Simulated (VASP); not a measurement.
Si (a cell with a defect): single point with PBE

Crystal: Si (a cell with a defect).

```
Si
1.0
     0.00000    5.43000    5.43000
     5.43000    0.00000    5.43000
     5.43000    5.43000    0.00000
Si
17
Direct
  0.00366 0.99671 0.00289
  0.12485 0.12631 0.12441
  0.00366 0.99670 0.49673
  0.13271 0.12224 0.62252
  0.00009 0.50001 0.99995
  0.12486 0.62438 0.12453
  0.00372 0.50255 0.49686
  0.12486 0.62437 0.62624
  0.49716 0.99683 0.00299
  0.62326 0.12255 0.13148
  0.50108 0.99901 0.49993
  0.62326 0.12253 0.62268
  0.49712 0.50282 0.00322
  0.62638 0.62450 0.12456
  0.49713 0.50280 0.49684
  0.62345 0.63051 0.62302
  0.75101 0.24905 0.74995
```

```json
{
 "Program": "VASP 6.6.1",
 "Task": "single point",
 "Functional": "PBE",
 "Potentials or basis": "VASP PAW PBE potentials, release 64 (Si)",
 "Cutoff": "520 eV",
 "k mesh": "2 × 2 × 2",
 "Occupations": "fermi-dirac, width 0.05 eV",
 "Spin": "no spin polarisation"
}
```

```
Pressure               : 5.3 GPa
Largest force          : 0.023 eV/Å
Band gap on the k mesh : zero (band 34 reaches 6.93 eV, above the bottom of band 35 at 6.67 eV)
```

Forces in eV/Å, atoms in the order of the input:
```
Si   0.000 -0.015 -0.002
Si   0.011 -0.011  0.010
Si   0.015  0.000 -0.002
Si   0.007 -0.007 -0.005
Si  -0.001  0.001  0.000
Si  -0.009 -0.013 -0.013
Si   0.001 -0.001 -0.015
Si   0.013  0.009 -0.013
Si  -0.002  0.002  0.016
Si   0.002  0.003 -0.002
Si  -0.003  0.003  0.001
Si  -0.002 -0.002 -0.001
Si  -0.023  0.002  0.001
Si  -0.011  0.012  0.014
Si  -0.002  0.023  0.001
Si   0.010 -0.010  0.010
Si  -0.004  0.004  0.001
```

Levels at points of the mesh, in eV from the Fermi level:
| k point | band 31 | band 32 | band 33 | band 34 | band 35 | band 36 | band 37 | band 38 |
| --- | --- | --- | --- | --- | --- | --- | --- | --- |
| (0.00, 0.00, 0.00) | -0.79 | -0.79 | -0.79 | -0.21 | -0.21 | -0.20 | 0.11 | 0.12 |
| (0.50, 0.00, 0.00) | -1.54 | -1.40 | -1.40 | -0.31 | 0.57 | 0.57 | 0.92 | 0.93 |
| (0.00, 0.50, 0.00) | -1.55 | -1.40 | -1.40 | -0.32 | 0.56 | 0.57 | 0.93 | 0.93 |
| (0.00, 0.00, 0.50) | -1.54 | -1.40 | -1.40 | -0.32 | 0.56 | 0.57 | 0.93 | 0.93 |
| (0.50, 0.50, 0.50) | -1.54 | -1.40 | -1.40 | -0.32 | 0.56 | 0.57 | 0.93 | 0.93 |
| (0.50, 0.50, 0.00) | -1.99 | -1.86 | -0.97 | 0.04 | 0.75 | 1.05 | 1.05 | 1.18 |
| (0.00, 0.50, 0.50) | -2.00 | -1.86 | -0.96 | 0.04 | 0.75 | 1.05 | 1.06 | 1.17 |
| (0.50, 0.00, 0.50) | -1.99 | -1.86 | -0.96 | 0.04 | 0.75 | 1.05 | 1.06 | 1.17 |

Run time: 2.8 min on 1 thread of Intel(R) Xeon(R) Platinum 8488C (Sapphire Rapids), with other jobs on the host, peak memory 0.47 GiB.

Caveat: the k points lie up to 0.50 Å⁻¹ apart.
